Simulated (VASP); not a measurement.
Runs of VASP 6.6.1 on GaAs. The structure is that of space group F-43m (No. 216), or close to it. The cells are those of the table. 

```csv
cell,gap on the mesh (eV),pressure (GPa)
"a = 4.062 Å, angles 60.0°, 2 atoms",(b),0.2
"a = 4.035 Å, angles 60.0°, 2 atoms",0.31,1.5
"a = 4.007 Å, angles 60.0°, 2 atoms",(a),2.9
"a = 4.116 Å, angles 60.0°, 2 atoms",none,-2.0
"a = 4.089 Å, angles 60.0°, 2 atoms",-,-1.0
```

Alike in all rows: task single point; level PBE; potentials or basis VASP PAW PBE potentials, release 64 (Ga_d, As); no spin polarisation; k mesh 10 × 10 × 10; cutoff (eV) 520; smearing gaussian 0.05 eV.

Question: Fill in the values left out.

Answer: (a) 0.47; (b) 0.16.

A k mesh can miss the band edges, and the runs leave out spin-orbit coupling on As, Ga.

A gap of «none» marks levels without a gap at the run's occupations.
